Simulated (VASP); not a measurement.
# Lu (Im-3m) in VASP: a series of runs, part 2 of 2

VASP 6.6.1.

### 3 Electric field gradients, PBE (volume scaled by 1.025)

The input, INCAR:

```
ALGO = Normal ; EDIFF = 1E-8
ENCUT = 520 ; GGA = PE
ISIF = 2 ; ISMEAR = -1
LASPH = True ; LCHARG = False
LEFG = True ; LREAL = False
LWAVE = False ; NBANDS = 18
NELM = 60 ; PREC = Accurate
SIGMA = 0.05
```

The input, KPOINTS:

```
k-points
0
Gamma
  15 15 15
```

The input, POSCAR:

```
Lu
1.0
   -1.9702574867      1.9702574867      1.9702574867
    1.9702574867     -1.9702574867      1.9702574867
    1.9702574867      1.9702574867     -1.9702574867
Lu
1
Direct
    0.0000000000      0.0000000000      0.0000000000
```

Potentials or basis: VASP PAW PBE potentials, release 64 (Lu).

On the command line:

```console
$ cat potpaw_PBE.64/Lu/POTCAR > POTCAR
$ mpirun -np 1 vasp_std > vasp.out
```

OUTCAR:

```text
EDIFF = 1E-8
   ENCUT = 520
   GGA = PE
   ISIF = 2
   ISMEAR = -1
   LASPH = True
   LREAL = False
   NELM = 60
   PREC = Accurate

 ion  position               nearest neighbor table
   1  0.000  0.000  0.000-

  LATTYP: Found a body centered cubic cell.
 ALAT       =     3.9405149734

  Lattice vectors:

 A1 = (  -1.9702574867,   1.9702574867,   1.9702574867)
[... 711 lines left out ...]
    total drift:                                0.000000     -0.000000     -0.000000

  FREE ENERGIE OF THE ION-ELECTRON SYSTEM (eV)
  ---------------------------------------------------
  free  energy   TOTEN  =        -4.3863567986 eV

  energy  without entropy=       -4.3669456223  energy(sigma->0) =       -4.37665121

 Electric field gradients (V/A^2)
---------------------------------------------------------------------
 ion       V_xx      V_yy      V_zz      V_xy      V_xz      V_yz
---------------------------------------------------------------------
   1      -0.000    -0.000     0.000     0.001     0.001     0.001
---------------------------------------------------------------------

 Electric field gradients after diagonalization (V/A^2)
 (convention: |V_zz| > |V_xx| > |V_yy|)
----------------------------------------------------------------------
 ion       V_xx      V_yy      V_zz     asymmetry (V_yy - V_xx)/ V_zz
----------------------------------------------------------------------
   1      -0.001    -0.001     0.003       0.000
----------------------------------------------------------------------

           NMR quadrupolar parameters

 Cq : quadrupolar parameter    Cq=e*Q*V_zz/h
 eta: asymmetry parameters     (V_yy - V_xx)/ V_zz
 Q  : nuclear electric quadrupole moment in mb (millibarn)
----------------------------------------------------------------------
 ion       Cq(MHz)       eta       Q (mb)
----------------------------------------------------------------------
   1       0.000       0.000       1.000
----------------------------------------------------------------------
```

OSZICAR:

```text
N       E                     dE             d eps       ncg     rms          rms(c)
DAV:   1     0.834280881090E+02    0.83428E+02   -0.10249E+04  5336   0.456E+03
DAV:   2     0.136128367229E+01   -0.82067E+02   -0.80328E+02  4520   0.357E+02
DAV:   3    -0.427656326421E+01   -0.56378E+01   -0.55866E+01  4928   0.719E+01
DAV:   4    -0.447853686731E+01   -0.20197E+00   -0.20129E+00  6266   0.111E+01
DAV:   5    -0.448178608323E+01   -0.32492E-02   -0.32448E-02  5002   0.127E+00    0.358E+00
DAV:   6    -0.441134173657E+01    0.70444E-01   -0.18342E-01  6942   0.653E+00    0.174E+00
DAV:   7    -0.438816437327E+01    0.23177E-01   -0.40347E-02  5842   0.158E+00    0.307E-01
DAV:   8    -0.438618596064E+01    0.19784E-02   -0.49291E-03  6670   0.807E-01    0.113E-01
DAV:   9    -0.438635614342E+01   -0.17018E-03   -0.48495E-04  5074   0.265E-01    0.376E-02
DAV:  10    -0.438635618225E+01   -0.38834E-07   -0.75143E-05  5980   0.901E-02    0.131E-02
DAV:  11    -0.438635715695E+01   -0.97470E-06   -0.57393E-06  5082   0.256E-02    0.620E-03
DAV:  12    -0.438635690203E+01    0.25492E-06   -0.56617E-07  5530   0.950E-03    0.639E-04
DAV:  13    -0.438635676467E+01    0.13737E-06   -0.45774E-08  5286   0.272E-03    0.507E-04
DAV:  14    -0.438635679921E+01   -0.34544E-07   -0.89401E-09  3256   0.903E-04    0.976E-05
DAV:  15    -0.438635679859E+01    0.61755E-09   -0.88879E-10  2594   0.308E-04
   1 F= -.43863568E+01 E0= -.43766512E+01  d E =-.194112E-01
```

stdout:

```text
POSCAR found type information on POSCAR Lu
 POSCAR found :  1 types and       1 ions
 scaLAPACK will be used
 LDA part: xc-table for (Slater+PW92), standard interpolation
 POSCAR, INCAR and KPOINTS ok, starting setup
 FFT: planning ... GRIDC
 FFT: planning ... GRID_SOFT
 FFT: planning ... GRID
 WAVECAR not read
 entering main loop
ion   1
```

Wall time 45 s (1 thread of Intel Xeon Platinum 8488C (Sapphire Rapids), shared host); peak memory 0.21 GiB.

What came out:

| Property | Result |
| --- | --- |
| Free energy | -4.3864 eV |
| Pressure | -1.2 GPa |

Caveat: without QUAD_EFG the Cq values of the log hold for a quadrupole moment of 1 mb, not for the nuclei; spin-orbit coupling is left out, which moves the levels of the heavy elements.

### 4 Electric field gradients, PBE (volume scaled by 1.05)

The input, INCAR:

```
  ALGO = Normal
  EDIFF = 1E-8
  ENCUT = 520
  GGA = PE
  ISIF = 2
  ISMEAR = -1
  LASPH = True
  LCHARG = False
  LEFG = True
  LREAL = False
  LWAVE = False
  NBANDS = 18
  NELM = 60
  PREC = Accurate
  SIGMA = 0.05
```

KPOINTS is that of step 3.

The input, POSCAR:

```
Lu
1.0
   -1.9861473462      1.9861473462      1.9861473462
    1.9861473462     -1.9861473462      1.9861473462
    1.9861473462      1.9861473462     -1.9861473462
Lu
1
Direct
    0.0000000000      0.0000000000      0.0000000000
```

Potentials or basis: VASP PAW PBE potentials, release 64 (Lu).

On the command line:

```console
$ cat potpaw_PBE.64/Lu/POTCAR > POTCAR
$ mpirun -np 1 vasp_std > vasp.out
```

OUTCAR:

```text
EDIFF = 1E-8
   ENCUT = 520
   GGA = PE
   ISIF = 2
   ISMEAR = -1
   LASPH = True
   LREAL = False
   NELM = 60
   PREC = Accurate

 ion  position               nearest neighbor table
   1  0.000  0.000  0.000-

  LATTYP: Found a body centered cubic cell.
 ALAT       =     3.9722946924

  Lattice vectors:

 A1 = (  -1.9861473462,   1.9861473462,   1.9861473462)
 A2 = (   1.9861473462,  -1.9861473462,   1.9861473462)
 A3 = (   1.9861473462,   1.9861473462,  -1.9861473462)

Analysis of symmetry for initial positions (statically):
=====================================================================
 Subroutine PRICEL returns:
 Original cell was already a primitive cell.

 Routine SETGRP: Setting up the symmetry group for a
 body centered cubic supercell.

[... 685 lines left out ...]
  external PRESSURE =     -21.3825539 kB  Pullay stress =       0.0000000 kB

 VOLUME and BASIS-vectors are now :
 -----------------------------------------------------------------------------
  energy-cutoff  :      520.00
  volume of cell :       31.34
      direct lattice vectors                 reciprocal lattice vectors
    -1.986147346  1.986147346  1.986147346     0.000000000  0.251743659  0.251743659
     1.986147346 -1.986147346  1.986147346     0.251743659  0.000000000  0.251743659
     1.986147346  1.986147346 -1.986147346     0.251743659  0.251743659  0.000000000

 POSITION                                       TOTAL-FORCE (eV/Angst)
 -----------------------------------------------------------------------------------
      0.00000      0.00000      0.00000         0.000000     -0.000000      0.000000
 -----------------------------------------------------------------------------------
    total drift:                               -0.000000     -0.000000     -0.000000

  FREE ENERGIE OF THE ION-ELECTRON SYSTEM (eV)
  ---------------------------------------------------
  free  energy   TOTEN  =        -4.3787230788 eV

  energy  without entropy=       -4.3587946588  energy(sigma->0) =       -4.36875887

 Electric field gradients (V/A^2)
---------------------------------------------------------------------
 ion       V_xx      V_yy      V_zz      V_xy      V_xz      V_yz
---------------------------------------------------------------------
   1      -0.000    -0.000     0.000     0.000     0.000     0.000
---------------------------------------------------------------------

 Electric field gradients after diagonalization (V/A^2)
 (convention: |V_zz| > |V_xx| > |V_yy|)
----------------------------------------------------------------------
 ion       V_xx      V_yy      V_zz     asymmetry (V_yy - V_xx)/ V_zz
----------------------------------------------------------------------
   1      -0.000    -0.000     0.001       0.000
----------------------------------------------------------------------

           NMR quadrupolar parameters

 Cq : quadrupolar parameter    Cq=e*Q*V_zz/h
 eta: asymmetry parameters     (V_yy - V_xx)/ V_zz
 Q  : nuclear electric quadrupole moment in mb (millibarn)
----------------------------------------------------------------------
 ion       Cq(MHz)       eta       Q (mb)
----------------------------------------------------------------------
   1       0.000       0.000       1.000
----------------------------------------------------------------------
```

Run time: 50 s. Hardware: 1 thread of Intel Xeon Platinum 8488C (Sapphire Rapids), shared host; peak memory 0.22 GiB.

What came out:

| Item | Value |
| --- | --- |
| Free energy | -4.3787 eV |
| Pressure | -2.1 GPa |

Levels at points of the mesh, in eV from the Fermi level:
| k point | band 9 | band 10 | band 11 | band 12 | band 13 | band 14 | band 15 | band 16 |
| --- | --- | --- | --- | --- | --- | --- | --- | --- |
| (0.00, 0.00, 0.00) | -5.22 | -5.22 | -5.22 | -5.20 | 2.05 | 2.05 | 2.05 | 4.13 |

Caveat: without QUAD_EFG the Cq values of the log hold for a quadrupole moment of 1 mb, not for the nuclei; spin-orbit coupling is left out, which moves the levels of the heavy elements.

### 5 Overview

```tsv
cell	gap on the mesh (eV)	pressure (GPa)
a = 3.385 Å, angles 109.5°, 1 atom	none	-0.2
a = 3.413 Å, angles 109.5°, 1 atom	none	-1.2
a = 3.440 Å, angles 109.5°, 1 atom	none	-2.1
```

Alike in all rows: task electric field gradients; level PBE; potentials or basis VASP PAW PBE potentials, release 64 (Lu); no spin polarisation; k mesh 15 × 15 × 15; cutoff (eV) 520; smearing fermi-dirac 0.05 eV.

Caveats: spin-orbit coupling is left out, which moves the levels of the heavy elements.

Total energies depend on the potentials used, so only differences within one code and one set of settings carry meaning.
